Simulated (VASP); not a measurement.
# BN (F-43m) in VASP: relaxation of cell and atoms with LDA

Aim: the relaxation of cell and atoms of BN with LDA.

Program: VASP 6.6.1. These are calculated values, not measurements. Logs are shortened: lines on timing, memory, paths and dates and some standing lists are left out, and cuts for length are marked.

### 1 The cell of the first run

The structure is cubic, space group F-43m (No. 216). The conventional cell has a = 3.460 Å, b = 3.460 Å, c = 3.460 Å, α = 90.00°, β = 90.00°, γ = 90.00°. B (site symmetry -43m) has 4 N at 1.50 Å within 2.0 Å. Within 2.0 Å of N (site symmetry -43m) lie 4 B at 1.50 Å.

### 2 Relaxation of cell and atoms, LDA, target pressure 50 GPa, at which the enthalpy is minimised

Contents of INCAR:

```
  PREC = Accurate
  ENCUT = 600
  EDIFF = 1E-7
  ISMEAR = 0
  SIGMA = 0.01
  LREAL = F
  LASPH = T
  NELM = 120
  ALGO = Normal
  ISIF = 3
  LWAVE = F
  LCHARG = F
  IBRION = 2
  NSW = 80
  EDIFFG = -0.001
  PSTRESS = 500.0
  GGA_COMPAT = F
  NELMIN = 4
```

Contents of KPOINTS:

```
Automatic mesh
0
Gamma
  14 14 14
```

Contents of POSCAR:

```
BN
1.0
    2.4350008271      0.0024131062     -0.2341819078
   -1.2083344629      2.1140382119      0.2341928300
   -1.0295321656     -0.8170130429      2.0631600299
B N
1 1
Direct
    1.0740745432      1.0329420169      0.1184025601
    0.5740744568      0.2829419831      0.8684024399
```

Potentials or basis: VASP PAW LDA potentials, release 64 (B, N).

Started as:

```
$ cat potpaw_LDA.64/B/POTCAR potpaw_LDA.64/N/POTCAR > POTCAR
$ mpirun -np 1 vasp_std > vasp.out
```

OUTCAR:

```text
PREC = Accurate
   ENCUT = 600
   EDIFF = 1E-7
   ISMEAR = 0
   LREAL = F
   LASPH = T
   NELM = 120
   ISIF = 3
   IBRION = 2
   NSW = 80
   EDIFFG = -0.001
   PSTRESS = 500.0
   NELMIN = 4

 ion  position               nearest neighbor table
   1  0.074  0.033  0.118-   2 1.50   2 1.50   2 1.50   2 1.50
   2  0.574  0.283  0.868-   1 1.50   1 1.50   1 1.50   1 1.50

  LATTYP: Found a face centered cubic cell.
 ALAT       =     3.4595017031

  Lattice vectors:

 A1 = (  -2.4350008271,  -0.0024131062,   0.2341819078)
 A2 = (  -1.2266663642,  -2.1164513181,  -0.0000109222)
 A3 = (  -1.0295321656,  -0.8170130429,   2.0631600299)

Analysis of symmetry for initial positions (statically):
=====================================================================
 Subroutine PRICEL returns:
 Original cell was already a primitive cell.

 Routine SETGRP: Setting up the symmetry group for a
 face centered cubic supercell.

 Subroutine GETGRP returns: Found 24 space group operations
 (whereof  1 operations were pure point group operations)
 out of a pool of 48 trial point group operations.

The static configuration has the point symmetry C_1 .
 The point group associated with its full space group is T_d .

Analysis of symmetry for dynamics (positions and initial velocities):
=====================================================================
 Subroutine PRICEL returns:
 Original cell was already a primitive cell.

 Routine SETGRP: Setting up the symmetry group for a
 face centered cubic supercell.

 Subroutine GETGRP returns: Found 24 space group operations
 (whereof  1 operations were pure point group operations)
 out of a pool of 48 trial point group operations.

The dynamic configuration has the point symmetry C_1 .
 The point group associated with its full space group is T_d .

 Subroutine INISYM returns: Found 24 space group operations
 (whereof  1 operations are pure point group operations),
 and found     1 'primitive' translations

----------------------------------------------------------------------------------------

                                     Primitive cell

  volume of cell :      10.3510

  direct lattice vectors                    reciprocal lattice vectors
     2.435000827  0.002413106 -0.234181908     0.439856527  0.217552585  0.305642671
    -1.208334463  2.114038212  0.234192830     0.018003261  0.462053580  0.191957353
    -1.029532166 -0.817013043  2.063160030     0.047882958 -0.027754879  0.497596373

  length of vectors
     2.446237114  2.446237114  2.446237131     0.578117924  0.500664812  0.500664820

  position of ions in fractional coordinates (direct lattice)
     0.074074543  0.032942017  0.118402560
     0.574074457  0.282941983  0.868402440

  ion indices of the primitive-cell ions
   primitive index   ion index
                 1           1
                 2           2

----------------------------------------------------------------------------------------

 KPOINTS: Automatic mesh

Automatic generation of k-mesh.
 Grid dimensions read from file:
 generate k-points for:   14   14   14

 Generating k-lattice:

  Cartesian coordinates                     Fractional coordinates (reciprocal lattice)
     0.031418323  0.015539470  0.021831619     0.071428571 -0.000000000  0.000000000
     0.001285947  0.033003827  0.013711239    -0.000000000  0.071428571  0.000000000
     0.003420211 -0.001982491  0.035542598     0.000000000  0.000000000  0.071428571

  Length of vectors
     0.041294137  0.035761772  0.035761773

  Shift w.r.t. Gamma in fractional coordinates (k-lattice)
     0.000000000  0.000000000  0.000000000

 Subroutine IBZKPT returns following result:
 ===========================================

 Found    104 irreducible k-points:

 Following reciprocal coordinates:
            Coordinates               Weight
  0.000000  0.000000  0.000000      1.000000
  0.071429  0.000000  0.000000      6.000000
  0.142857  0.000000 -0.000000      6.000000
  0.214286  0.000000 -0.000000      6.000000
  0.285714  0.000000  0.000000      6.000000
  0.357143  0.000000  0.000000      6.000000
[... 16 lines left out ...]
 -0.071429  0.142857 -0.000000     12.000000
 -0.000000  0.214286 -0.000000      8.000000
 [... further k-points ...]
   k-points           NKPTS =    104   k-points in BZ     NKDIM =    104   number of bands    NBANDS=      8
   number of dos      NEDOS =    301   number of ions     NIONS =      2
   total plane-waves  NPLWV =   8000
   dimension x,y,z NGX =    20 NGY =   20 NGZ =   20
   dimension x,y,z NGXF=    40 NGYF=   40 NGZF=   40
   ions per type =               1   1
   NGX,Y,Z   is equivalent  to a cutoff of  13.59, 13.59, 13.59 a.u.
   NGXF,Y,Z  is equivalent  to a cutoff of  27.18, 27.18, 27.18 a.u.
 SYSTEM =  unknown system
   PREC   = accura    normal or accurate (medium, high low for compatibility)
   ISTART =      0    job   : 0-new  1-cont  2-samecut
   ICHARG =      2    charge: 1-file 2-atom 10-const
   ISPIN  =      1    spin polarized calculation?
   LNONCOLLINEAR =      F non collinear calculations
   LSORBIT =      F    spin-orbit coupling
   LASPH  =      T    aspherical Exc in radial PAW
   ENCUT  =  600.0 eV  44.10 Ry    6.64 a.u.   4.89  4.89  4.89*2*pi/ulx,y,z
   NELM   =    120;   NELMIN=  4; NELMDL= -5     # of ELM steps
   EDIFF  = 0.1E-06   stopping-criterion for ELM
   LREAL  =      F    real-space projection
   EDIFFG = -.1E-02   stopping-criterion for IOM
   NSW    =     80    number of steps for IOM
   IBRION =      2    ionic relax: 0-MD 1-quasi-New 2-CG
   NFREE  =      1    steps in history (QN), initial steepest desc. (CG)
   ISIF   =      3    stress and relaxation
   ISYM   =      2    0-nonsym 1-usesym 2-fastsym
   POTIM  = 0.5000    time-step for ionic-motion
   TEBEG  =    0.0;   TEEND  =   0.0 temperature during run
   PSTRESS=  500.0 pullay stress
   NELECT =       8.0000    total number of electrons
   NUPDOWN=      -1.0000    fix difference up-down
   EMIN   =  10.00;   EMAX   =-10.00  energy-range for DOS
   EFERMI =   0.00;   METHOD = LEGACY
   ISMEAR =     0;   SIGMA  =   0.01  broadening in eV -4-tet -1-fermi 0-gaus
   EFERMI_NEDOS =   21; number of points for ismear=-14 and -15
   IALGO  =     38    algorithm
   IMIX   =      4    mixing-type and parameters
     AMIX     =   0.40;   BMIX     =  1.00
     AMIX_MAG =   1.60;   BMIX_MAG =  1.00
  volume/ion in A,a.u.               =       5.18        34.93
  Fermi-wavevector in a.u.,A,eV,Ry     =   1.502374  2.839074 30.710069  2.257126
  Thomas-Fermi vector in A             =   2.613623
   LORBIT       =      0    0 simple, 1 ext, 2 COOP (PROOUT), +10 PAW based schemes
   GGA     = CA    functional components
   LHFCALC =     F    Hartree Fock is set to
   AEXX    =    0.0000 exact exchange contribution
   IVDW    =     0    specifies the selected vdW correction
   LEPSILON=     F    determine dielectric tensor
   LRPA    =     F    only Hartree local field effects (RPA)
 conjugate gradient relaxation of ions
 non-spin polarized calculation
 Gauss-broadening in eV      SIGMA  =   0.01
  energy-cutoff  :      600.00
  volume of cell :       10.35
 maximum number of plane-waves:       355
   NGX =  9   NGY =  9   NGZ =  9

--------------------------------------- Ionic step        1  -------------------------------------------

 number of electron       8.0000000 magnetization

 Free energy of the ion-electron system (eV)
  ---------------------------------------------------
  ext. energy  EPLUGINS =         0.00000000
  ---------------------------------------------------
  free energy    TOTEN  =       -19.24414024 eV

  energy without entropy =      -19.24414024  energy(sigma->0) =      -19.24414024

------------------------ aborting loop because EDIFF is reached ----------------------------------------

  FORCE on cell =-STRESS in cart. coord.  units (eV):
  Direction    XX          YY          ZZ          XY          YZ          ZX
  --------------------------------------------------------------------------------------
  -------------------------------------------------------------------------------------
  Total        3.3040646      3.3040647      3.3040646      0.0000002     -0.0000001      0.0000001
  in kB      511.4208575    511.4208859    511.4208576      0.0000248     -0.0000090      0.0000155
  external PRESSURE =      11.4208670 kB  Pullay stress =     500.0000000 kB
[... 61 lines left out ...]
  enthalpy is  TOTEN    =       -16.0137258528 eV   P V=        3.2475578720

--------------------------------------- Ionic step        3  -------------------------------------------

 number of electron       8.0000000 magnetization

 Free energy of the ion-electron system (eV)
  ---------------------------------------------------
  ext. energy  EPLUGINS =         0.00000000
  ---------------------------------------------------
  free energy    TOTEN  =       -19.25064421 eV

  energy without entropy =      -19.25064421  energy(sigma->0) =      -19.25064421

 E-fermi :   9.2567     XC(G=0): -13.7409

 val. band max:        9.1028511432   @ k =   0.0000   0.0000   0.0000
 cond. band min:      13.5906878786   @ k =   0.5000   0.0000  -0.0000
 fundamental gap:      4.4878367354
 Fermi energy:         9.2566723292

 k-point     1 :       0.0000    0.0000    0.0000
  band No.  band energies     occupation
      1     -12.5146      2.00000
      2       9.1028      2.00000
      3       9.1029      2.00000
      4       9.1029      2.00000
      5      18.4000      0.00000
      6      18.4000      0.00000
      7      18.4000      0.00000
      8      21.7334      0.00000
[... 243 lines left out ...]
 k-point    24 :      -0.0000    0.2143   -0.0000
  band No.  band energies     occupation
      1     -11.2937      2.00000
      2       4.2841      2.00000
      3       8.0514      2.00000
      4       8.0514      2.00000
      5      19.8371      0.00000
      6      19.8556      0.00000
      7      19.8556      0.00000
      8      23.9584      0.00000

 [... further k-points ...]

------------------------ aborting loop because EDIFF is reached ----------------------------------------

  FORCE on cell =-STRESS in cart. coord.  units (eV):
  Direction    XX          YY          ZZ          XY          YZ          ZX
  --------------------------------------------------------------------------------------
  -------------------------------------------------------------------------------------
  Total        3.2366910      3.2366912      3.2366910      0.0000002     -0.0000001      0.0000001
  in kB      499.9970163    499.9970457    499.9970165      0.0000256     -0.0000093      0.0000161
  external PRESSURE =      -0.0029738 kB  Pullay stress =     500.0000000 kB
[... 17 lines left out ...]
  FREE ENERGIE OF THE ION-ELECTRON SYSTEM (eV)
  ---------------------------------------------------
  free  energy   TOTEN  =       -19.2506442148 eV

  energy  without entropy=      -19.2506442148  energy(sigma->0) =      -19.25064421

  enthalpy is  TOTEN    =       -16.0139339229 eV   P V=        3.2367102918

 reached required accuracy - stopping structural energy minimisation
```

Wall time 9.6 s (1 thread of AMD EPYC 9R45 (Zen 5), shared host); peak memory 0.08 GiB.

What came out:

```yaml
Free_energy: -19.2506 eV
Relaxed_volume: 5.19 Å³/atom
Relaxed_cell: a = 2.448 Å, b = 2.448 Å, c = 2.448 Å, α = 90.00°, β = 120.00°, γ = 120.00°
Space_group_after_relaxing_to_0.1_Å: F-43m (No. 216)
Energy_change_on_relaxing_the_run_minimises_the_enthalpy: -3.3 meV/atom
Ionic_steps: 3
Pressure_after_relaxing: 50.0 GPa
Band_gap_on_the_k_mesh: 4.49 eV (least direct gap 9.30 eV)
```

Step by step:
```
step  energy change (eV)  largest force (eV/Å)  pressure (GPa)  volume (Å³)
   1              0.0000                0.0000           51.14        10.35
   2             -0.0171                0.0000           48.09        10.41
   3             -0.0065                0.0000           50.00        10.37
```

Final structure:
```xyz
2
Lattice="2.4366 0.0024 -0.2343 -1.2091 2.1154 0.2343 -1.0302 -0.8176 2.0645" Properties=species:S:1:pos:R:3 pbc="T T T"
B     0.0187   -0.0269    0.2348
N     0.1620   -0.1100    1.7246
```

Levels at points of the mesh, in eV from the valence-band top:
| k point | band 2 | band 3 | band 4 | band 5 | band 6 | band 7 |
| --- | --- | --- | --- | --- | --- | --- |
| (0.00, 0.00, 0.00) | 0.00 | 0.00 | 0.00 | 9.30 | 9.30 | 9.30 |
| (0.50, 0.00, 0.00) | -9.78 | -5.61 | -5.61 | 4.49 | 9.87 | 19.76 |
| (0.00, 0.50, 0.00) | -11.96 | -2.21 | -2.21 | 11.28 | 11.28 | 11.98 |

Caveat: the cell is relaxed towards a set pressure, so the run minimises the enthalpy, not the energy.
